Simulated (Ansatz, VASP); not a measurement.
Two plane-wave programs on Y

```
CELL_PARAMETERS angstrom
3.59931 0.00000 0.00000
-1.79966 3.11709 0.00000
0.00000 0.00000 5.58145
ATOMIC_POSITIONS crystal
Y 0.33333 0.66667 0.25000
Y 0.66667 0.33333 0.75000
```

Alike in both runs: functional PBEsol; k mesh 15 × 15 × 8; occupations gaussian, width 0.1 eV; no spin polarisation.

Ansatz relaxed the structure, and its values are those at the end. VASP's run is a single point on that final structure, the one shown.

|  | VASP | Ansatz |
| --- | --- | --- |
| version | VASP 6.6.1 | Ansatz 0.2.0 |
| potentials or method | VASP PAW PBE potentials, release 64 (Y_sv), cutoff 520 eV | scalar-relativistic, plane waves, PAW |
| valence electrons in the cell | 22 | 22 |

VASP gave:

```
gap on the k mesh at the Fermi level (eV) : none
pressure (GPa)                            : -0.1
```

Estimate Ansatz's values.

gap on the k mesh at the Fermi level (eV): none; pressure (GPa): 0.0.

VASP's potentials were made for PBE, not for PBEsol. A gap of «none» marks a metal or a gap that the smearing closes. With one functional, cell and mesh, what is left measures potentials, basis and numerics.
